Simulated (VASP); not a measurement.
# In (P6_3/mmc) in VASP: a series of runs

The runs below take In through single point, with LDA.

All numbers are computed with VASP 6.6.1; they aren't measurements. Logs are shortened: lines on timing, memory, paths and dates and some standing lists are left out, and cuts for length are marked.

## 1. The cell of the first run

Symmetry: P6_3/mmc, No. 194, hexagonal system. The conventional cell has a = 3.335 Å, b = 3.335 Å, c = 5.509 Å, α = 90.00°, β = 90.00°, γ = 120.00°. In (site symmetry -6m2) has 12 In at 3.34 to 3.36 Å within 4.4 Å.

## 2. Single point, LDA

Contents of INCAR:

```
PREC     = Accurate       # precision mode
ENCUT    = 520            # plane-wave cutoff, eV
EDIFF    = 1E-6           # SCF threshold, eV
ISMEAR   = -1             # smearing method
SIGMA    = 0.05           # smearing width, eV
LREAL    = F              # projectors in reciprocal space
LASPH    = T              # aspherical terms in the spheres
NELM     = 80             # most SCF steps
ALGO     = Normal         # electronic algorithm
ISIF     = 2              # what is computed and relaxed
LWAVE    = F              # write WAVECAR
LCHARG   = F              # write CHGCAR
NBANDS   = 20             # bands
```

Contents of KPOINTS:

```
regular mesh
0
Gamma
  9 9 5
```

Contents of POSCAR:

```
In
1.0
    3.3354847820      0.0000000000      0.0000000000
   -1.6677423910      2.8886145552      0.0000000000
    0.0000000000      0.0000000000      5.5091429200
In
2
Direct
    0.6666666667      0.3333333333      0.7500000000
    0.3333333333      0.6666666667      0.2500000000
```

Potentials or basis: VASP PAW LDA potentials, release 64 (In_d).

On the command line:

```sh
cat potpaw_LDA.64/In_d/POTCAR > POTCAR
mpirun -np 1 vasp_std > vasp.out
```

OUTCAR:

```text
PREC = Accurate
   ENCUT = 520
   EDIFF = 1E-6
   ISMEAR = -1
   LREAL = F
   LASPH = T
   NELM = 80
   ISIF = 2

 ion  position               nearest neighbor table
   1  0.667  0.333  0.750-   2 3.36   2 3.36   2 3.36   2 3.36   2 3.36   2 3.36
   2  0.333  0.667  0.250-   1 3.36   1 3.36   1 3.36   1 3.36   1 3.36   1 3.36

  LATTYP: Found a hexagonal cell.
 ALAT       =     3.3354847820
 C/A-ratio  =     1.6516768266

  Lattice vectors:

 A1 = (   3.3354847820,   0.0000000000,   0.0000000000)
 A2 = (  -1.6677423910,   2.8886145552,   0.0000000000)
 A3 = (   0.0000000000,   0.0000000000,   5.5091429200)

Analysis of symmetry for initial positions (statically):
=====================================================================
 Subroutine PRICEL returns:
 Original cell was already a primitive cell.

 Routine SETGRP: Setting up the symmetry group for a
 hexagonal supercell.

 Subroutine GETGRP returns: Found 24 space group operations
 (whereof 12 operations were pure point group operations)
 out of a pool of 24 trial point group operations.

The static configuration has the point symmetry D_3d.
 The point group associated with its full space group is D_6h.

Analysis of symmetry for dynamics (positions and initial velocities):
=====================================================================
 Subroutine PRICEL returns:
 Original cell was already a primitive cell.

 Routine SETGRP: Setting up the symmetry group for a
 hexagonal supercell.

 Subroutine GETGRP returns: Found 24 space group operations
 (whereof 12 operations were pure point group operations)
 out of a pool of 24 trial point group operations.

The dynamic configuration has the point symmetry D_3d.
 The point group associated with its full space group is D_6h.

 Subroutine INISYM returns: Found 24 space group operations
 (whereof 12 operations are pure point group operations),
 and found     1 'primitive' translations

----------------------------------------------------------------------------------------

                                     Primitive cell

  volume of cell :      53.0802

  direct lattice vectors                    reciprocal lattice vectors
     3.335484782  0.000000000  0.000000000     0.299806495  0.173093360  0.000000000
    -1.667742391  2.888614555  0.000000000     0.000000000  0.346186721  0.000000000
     0.000000000  0.000000000  5.509142920     0.000000000  0.000000000  0.181516438

  length of vectors
     3.335484782  3.335484782  5.509142920     0.346186721  0.346186721  0.181516438

  position of ions in fractional coordinates (direct lattice)
     0.666666667  0.333333333  0.750000000
     0.333333333  0.666666667  0.250000000

  ion indices of the primitive-cell ions
   primitive index   ion index
                 1           1
                 2           2

----------------------------------------------------------------------------------------

 KPOINTS: regular mesh

Automatic generation of k-mesh.
 Grid dimensions read from file:
 generate k-points for:    9    9    5

 Generating k-lattice:

  Cartesian coordinates                     Fractional coordinates (reciprocal lattice)
     0.033311833  0.019232596  0.000000000     0.111111111  0.000000000  0.000000000
     0.000000000  0.038465191  0.000000000     0.000000000  0.111111111  0.000000000
     0.000000000  0.000000000  0.036303288     0.000000000  0.000000000  0.200000000

  Length of vectors
     0.038465191  0.038465191  0.036303288

  Shift w.r.t. Gamma in fractional coordinates (k-lattice)
     0.000000000  0.000000000  0.000000000

 Subroutine IBZKPT returns following result:
 ===========================================

 Found     36 irreducible k-points:

 Following reciprocal coordinates:
            Coordinates               Weight
  0.000000  0.000000  0.000000      1.000000
  0.111111  0.000000  0.000000      6.000000
  0.222222  0.000000  0.000000      6.000000
  0.333333  0.000000  0.000000      6.000000
  0.444444  0.000000  0.000000      6.000000
  0.111111  0.111111  0.000000      6.000000
[... 16 lines left out ...]
  0.333333  0.222222  0.200000     24.000000
  0.333333  0.333333  0.200000      4.000000
 [... further k-points ...]
   k-points           NKPTS =     36   k-points in BZ     NKDIM =     36   number of bands    NBANDS=     20
   number of dos      NEDOS =    301   number of ions     NIONS =      2
   total plane-waves  NPLWV =  32928
   dimension x,y,z NGX =    28 NGY =   28 NGZ =   42
   dimension x,y,z NGXF=    56 NGYF=   56 NGZF=   84
   ions per type =               2
   NGX,Y,Z   is equivalent  to a cutoff of  13.96, 13.96, 12.67 a.u.
   NGXF,Y,Z  is equivalent  to a cutoff of  27.91, 27.91, 25.35 a.u.
 SYSTEM =  unknown system
   PREC   = accura    normal or accurate (medium, high low for compatibility)
   ISTART =      0    job   : 0-new  1-cont  2-samecut
   ICHARG =      2    charge: 1-file 2-atom 10-const
   ISPIN  =      1    spin polarized calculation?
   LNONCOLLINEAR =      F non collinear calculations
   LSORBIT =      F    spin-orbit coupling
   LASPH  =      T    aspherical Exc in radial PAW
   ENCUT  =  520.0 eV  38.22 Ry    6.18 a.u.   6.20  6.20 10.24*2*pi/ulx,y,z
   NELM   =     80;   NELMIN=  2; NELMDL= -5     # of ELM steps
   EDIFF  = 0.1E-05   stopping-criterion for ELM
   LREAL  =      F    real-space projection
   EDIFFG = 0.1E-04   stopping-criterion for IOM
   NSW    =      0    number of steps for IOM
   IBRION =     -1    ionic relax: 0-MD 1-quasi-New 2-CG
   NFREE  =      0    steps in history (QN), initial steepest desc. (CG)
   ISIF   =      2    stress and relaxation
   ISYM   =      2    0-nonsym 1-usesym 2-fastsym
   POTIM  = 0.5000    time-step for ionic-motion
   TEBEG  =    0.0;   TEEND  =   0.0 temperature during run
   PSTRESS=    0.0 pullay stress
   NELECT =      26.0000    total number of electrons
   NUPDOWN=      -1.0000    fix difference up-down
   EMIN   =  10.00;   EMAX   =-10.00  energy-range for DOS
   EFERMI =   0.00;   METHOD = LEGACY
   ISMEAR =    -1;   SIGMA  =   0.05  broadening in eV -4-tet -1-fermi 0-gaus
   EFERMI_NEDOS =   21; number of points for ismear=-14 and -15
   IALGO  =     38    algorithm
   IMIX   =      4    mixing-type and parameters
     AMIX     =   0.40;   BMIX     =  1.00
     AMIX_MAG =   1.60;   BMIX_MAG =  1.00
  volume/ion in A,a.u.               =      26.54       179.10
  Fermi-wavevector in a.u.,A,eV,Ry     =   1.290491  2.438675 22.658704  1.665368
  Thomas-Fermi vector in A             =   2.422320
   LORBIT       =      0    0 simple, 1 ext, 2 COOP (PROOUT), +10 PAW based schemes
   GGA     = CA    functional components
   LHFCALC =     F    Hartree Fock is set to
   AEXX    =    0.0000 exact exchange contribution
   IVDW    =     0    specifies the selected vdW correction
   LEPSILON=     F    determine dielectric tensor
   LRPA    =     F    only Hartree local field effects (RPA)
 non-spin polarized calculation
  energy-cutoff  :      520.00
  volume of cell :       53.08
 maximum number of plane-waves:      1446
 NGX is ok and might be reduce to    28
   NGX = 13   NGY = 13   NGZ = 21

 number of electron      26.0000008 magnetization

 Free energy of the ion-electron system (eV)
  ---------------------------------------------------
  ext. energy  EPLUGINS =         0.00000000
  ---------------------------------------------------
  free energy    TOTEN  =        -6.36450819 eV

  energy without entropy =       -6.34952359  energy(sigma->0) =       -6.35701589

 E-fermi :   7.0962     XC(G=0): -10.4599

 val. band max:        7.0832029503   @ k =   0.3333   0.2222   0.2000
 cond. band min:       7.1411236031   @ k =   0.4444   0.1111   0.0000
 fundamental gap:      0.0579206528
 Fermi energy:         7.0962447092

 k-point     1 :       0.0000    0.0000    0.0000
  band No.  band energies     occupation
      1      -7.5421      2.00000
      2      -7.4860      2.00000
      3      -7.4586      2.00000
      4      -7.4586      2.00000
      5      -7.4317      2.00000
      6      -7.4317      2.00000
[... 12 lines left out ...]
     19      18.0511      0.00000
     20      18.5083      0.00000

 k-point     2 :       0.1111    0.0000    0.0000
  band No.  band energies     occupation
      1      -7.5338      2.00000
      2      -7.4901      2.00000
      3      -7.4422      2.00000
      4      -7.4241      2.00000
      5      -7.4224      2.00000
      6      -7.3988      2.00000
[... 12 lines left out ...]
     19      17.7723      0.00000
     20      19.2225      0.00000

 k-point     3 :       0.2222    0.0000    0.0000
  band No.  band energies     occupation
      1      -7.5760      2.00000
      2      -7.4683      2.00000
      3      -7.4316      2.00000
      4      -7.4285      2.00000
      5      -7.4021      2.00000
      6      -7.3448      2.00000
[... 12 lines left out ...]
     19      16.9487      0.00000
     20      18.4896      0.00000

 k-point     4 :       0.3333    0.0000    0.0000
  band No.  band energies     occupation
      1      -7.6323      2.00000
      2      -7.5031      2.00000
      3      -7.4946      2.00000
      4      -7.4341      2.00000
      5      -7.3668      2.00000
      6      -7.3154      2.00000
[... 12 lines left out ...]
     19      15.9205      0.00000
     20      17.7966      0.00000

 k-point     5 :       0.4444    0.0000    0.0000
  band No.  band energies     occupation
      1      -7.6683      2.00000
      2      -7.5528      2.00000
      3      -7.5162      2.00000
      4      -7.4537      2.00000
      5      -7.3442      2.00000
      6      -7.3267      2.00000
[... 12 lines left out ...]
     19      15.3298      0.00000
     20      17.3408      0.00000
[... 353 lines left out ...]
      6      -7.2765      2.00000
[... 12 lines left out ...]
     19      16.6676      0.00000
     20      16.7543      0.00000

 k-point    22 :       0.2222    0.2222    0.2000
  band No.  band energies     occupation
      1      -7.5405      2.00000
      2      -7.5036      2.00000
      3      -7.4750      2.00000
      4      -7.4668      2.00000
      5      -7.3796      2.00000
      6      -7.3220      2.00000
[... 12 lines left out ...]
     19      15.8112      0.00000
     20      18.6530      0.00000

 k-point    23 :       0.3333    0.2222    0.2000
  band No.  band energies     occupation
      1      -7.5553      2.00000
      2      -7.5215      2.00000
      3      -7.4693      2.00000
      4      -7.4274      2.00000
      5      -7.3945      2.00000
      6      -7.3018      2.00000
[... 12 lines left out ...]
     19      14.9548      0.00000
     20      19.8692      0.00000

 k-point    24 :       0.3333    0.3333    0.2000
  band No.  band energies     occupation
      1      -7.5519      2.00000
      2      -7.4766      2.00000
      3      -7.4766      2.00000
      4      -7.3591      2.00000
      5      -7.3591      2.00000
      6      -7.3578      2.00000
[... 12 lines left out ...]
     19      13.8662      0.00000
     20      21.4319      0.00000

 [... further k-points ...]
[... 5 lines left out ...]
  --------------------------------------------------------------------------------------
  -------------------------------------------------------------------------------------
  Total       -0.9526960     -0.9526960     -0.9253064      0.0000000      0.0000000      0.0000000
  in kB      -28.7562545    -28.7562545    -27.9295257      0.0000000      0.0000000      0.0000000
  external PRESSURE =     -28.4806783 kB  Pullay stress =       0.0000000 kB

 VOLUME and BASIS-vectors are now :
 -----------------------------------------------------------------------------
  energy-cutoff  :      520.00
  volume of cell :       53.08
      direct lattice vectors                 reciprocal lattice vectors
     3.335484782  0.000000000  0.000000000     0.299806495  0.173093360  0.000000000
    -1.667742391  2.888614555  0.000000000     0.000000000  0.346186721  0.000000000
     0.000000000  0.000000000  5.509142920     0.000000000  0.000000000  0.181516438

 POSITION                                       TOTAL-FORCE (eV/Angst)
 -----------------------------------------------------------------------------------
      1.66774      0.96287      4.13186         0.000000      0.000000      0.000000
     -0.00000      1.92574      1.37729        -0.000000     -0.000000      0.000000
 -----------------------------------------------------------------------------------
    total drift:                                0.000000     -0.000000      0.000000

  FREE ENERGIE OF THE ION-ELECTRON SYSTEM (eV)
  ---------------------------------------------------
  free  energy   TOTEN  =        -6.3645081926 eV

  energy  without entropy=       -6.3495235864  energy(sigma->0) =       -6.35701589
```

It took 14 s on 1 thread of Intel Xeon 6975P-C (Granite Rapids), shared host; peak memory 0.16 GiB.

Results:

```yaml
Free_energy: -6.3645 eV
Pressure: -2.8 GPa
Band_gap_on_the_k_mesh: zero (band 13 reaches 9.17 eV, above the bottom of band 14 at 5.20 eV)
```

Stress tensor (GPa, compression positive):
```
-2.88  0.00  0.00
 0.00 -2.88  0.00
 0.00  0.00 -2.79
```

Levels at points of the mesh, in eV from the Fermi level:
| k point | band 10 | band 11 | band 12 | band 13 | band 14 | band 15 | band 16 | band 17 |
| --- | --- | --- | --- | --- | --- | --- | --- | --- |
| (0.00, 0.00, 0.00) | -14.27 | -9.51 | -4.54 | -3.37 | 8.24 | 8.24 | 10.07 | 10.07 |

Caveat: spin-orbit coupling is left out, which moves the levels of the heavy elements.

(Part 1 of 2 ends here.)
